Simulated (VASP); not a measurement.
Crystal: In3GaAs4.

```
In Ga As
1.0
     4.06902    0.00000    0.00000
     0.00000    4.06902    0.00000
     0.00000    0.00000   11.50894
In Ga As
3 1 4
Direct
  0.00000 0.00000 0.75000
  0.00000 0.00000 0.25000
  0.50000 0.50000 0.00000
  0.50000 0.50000 0.50000
  0.50000 0.00000 0.37500
  0.00000 0.50000 0.12500
  0.50000 0.00000 0.87500
  0.00000 0.50000 0.62500
```

- Program: VASP 6.6.1
- Task: relaxation of cell and atoms
- Functional: PBE
- Potentials or basis: VASP PAW PBE potentials, release 64 (In_d, Ga_d, As)
- Cutoff: 600 eV
- k mesh: 4 × 4 × 2
- Occupations: gaussian, width 0.1 eV
- Spin: no spin polarisation

At the start: pressure 13.3 GPa; volume 23.82 Å³/atom.

Question: Where does the relaxation end?

Answer: Over 9 steps the energy falls by 186.6 meV/atom and the volume is 28.20 Å³/atom (+18.4 %); space group P-4m2 (No. 115, to 0.1 Å) before and after.

The path:
```
step  energy change (eV)  largest force (eV/Å)  pressure (GPa)  volume (Å³)
   1              0.0000                1.6690           13.34       190.55
   2             -1.0989                0.3030           -3.98       250.62
   3             -1.4034                0.5150           -0.20       227.84
   4             -1.4328                0.3690           -0.11       227.12
   5             -1.4718                0.2251            0.23       224.94
   6             -1.4851                0.1573           -0.15       226.54
   7             -1.4879                0.1154           -0.41       227.68
   8             -1.4919                0.0522            0.22       224.78
   9             -1.4927                0.0301            0.03       225.62
```

Final structure:
```cif
data_structure
_symmetry_space_group_name_H-M 'P 1'
_symmetry_Int_Tables_number 1
_cell_length_a 4.3284
_cell_length_b 4.3284
_cell_length_c 12.0426
_cell_angle_alpha 90.000
_cell_angle_beta 90.000
_cell_angle_gamma 90.000
_cell_volume 225.62
loop_
_atom_site_label
_atom_site_type_symbol
_atom_site_fract_x
_atom_site_fract_y
_atom_site_fract_z
_atom_site_occupancy
In1 In 0.00000 0.00000 0.74132 1
In2 In 0.00000 0.00000 0.25868 1
In3 In 0.50000 0.50000 0.00000 1
Ga1 Ga 0.50000 0.50000 0.50000 1
As1 As 0.50000 0.00000 0.38854 1
As2 As 0.00000 0.50000 0.12909 1
As3 As 0.50000 0.00000 0.87091 1
As4 As 0.00000 0.50000 0.61146 1
```

Caveat: the k points lie up to 0.36 Å⁻¹ apart in the final cell; the volume moved by over 15 % at a fixed basis, so the end points are rough.
